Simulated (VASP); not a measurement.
Write the native input for VASP 6.6.1 that does the following.

| Item | Value |
| --- | --- |
| Task | single point |
| Functional | PBE |
| Potentials or basis | VASP PAW PBE potentials, release 64 (Pd) |
| Cutoff | 520 eV |
| k mesh | 17 × 17 × 17 |
| Occupations | fermi-dirac, width 0.08 eV |
| Spin | no spin polarisation |
| Dipole correction | no |
| Further INCAR settings | ALGO = Normal; EDIFF = 1e-07; NBANDS = 11 |

The structure of Pd lies in POSCAR:

```
Pd
1.0
    0.0000000000      1.9075452473      1.9075452473
    1.9075452473      0.0000000000      1.9075452473
    1.9075452473      1.9075452473      0.0000000000
Pd
1
Direct
    0.0000000000      0.0000000000      0.0000000000
```

The input as run:

INCAR

```
  PREC = Accurate
  ENCUT = 520
  EDIFF = 1E-7
  ISMEAR = -1
  SIGMA = 0.08
  LREAL = False
  LASPH = True
  NELM = 60
  ALGO = Normal
  ISIF = 2
  LWAVE = False
  LCHARG = False
  GGA = PE
  NBANDS = 11
```

KPOINTS

```
regular mesh
0
Gamma
  17 17 17
```

Potentials or basis: VASP PAW PBE potentials, release 64 (Pd).

The run is started by

```console
$ cat potpaw_PBE.64/Pd/POTCAR > POTCAR
$ mpirun -np 1 vasp_std > vasp.out
```

It gave:

| Quantity | Value |
| --- | --- |
| Pressure | 21.5 GPa |
| Band gap on the k mesh | zero (band 5 reaches 11.14 eV, above the bottom of band 6 at 9.41 eV) |

Run time: 29 s on 1 thread of Intel(R) Xeon(R) Platinum 8259CL CPU @ 2.50GHz (Skylake/Cascade Lake), with other jobs on the host, peak memory 0.14 GiB.
